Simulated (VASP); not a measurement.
## InP: electric field gradients with PBE

The system is InP.

```
CELL_PARAMETERS angstrom
0.00000 2.84545 2.84545
2.84545 0.00000 2.84545
2.84545 2.84545 0.00000
ATOMIC_POSITIONS crystal
In 0.00000 0.00000 0.00000
P 0.50000 0.50000 0.50000
```

```yaml
Program: VASP 6.6.1
Task: electric field gradients
Functional: PBE
Potentials_or_basis: VASP PAW PBE potentials, release 64 (In_d, P)
Cutoff: 520 eV
k_mesh: 11 × 11 × 11
Occupations: fermi-dirac, width 0.03 eV
Spin: no spin polarisation
Dipole_correction: no
Further_INCAR_settings: ALGO = Normal; EDIFF = 1e-08; NBANDS = 16
```

```yaml
Pressure: -4.9 GPa
Band_gap_on_the_k_mesh: zero (bands 9 and 10 overlap by 2.33 eV)
Largest_electric_field_gradient_by_atom: zero within the noise of the run
```

Levels at points of the mesh, in eV from the Fermi level:
```csv
k point,band 6,band 7,band 8,band 9,band 10,band 11,band 12,band 13
"(0.00, 0.00, 0.00)",-11.41,-0.21,-0.21,-0.21,-0.08,7.10,7.10,7.10
```

It took 85 s on 1 thread of AMD EPYC 7R13, with other jobs on the host, peak memory 0.16 GiB.

Caveat: the cell stands under tension; spin-orbit coupling is left out, which moves the levels of the heavy elements.
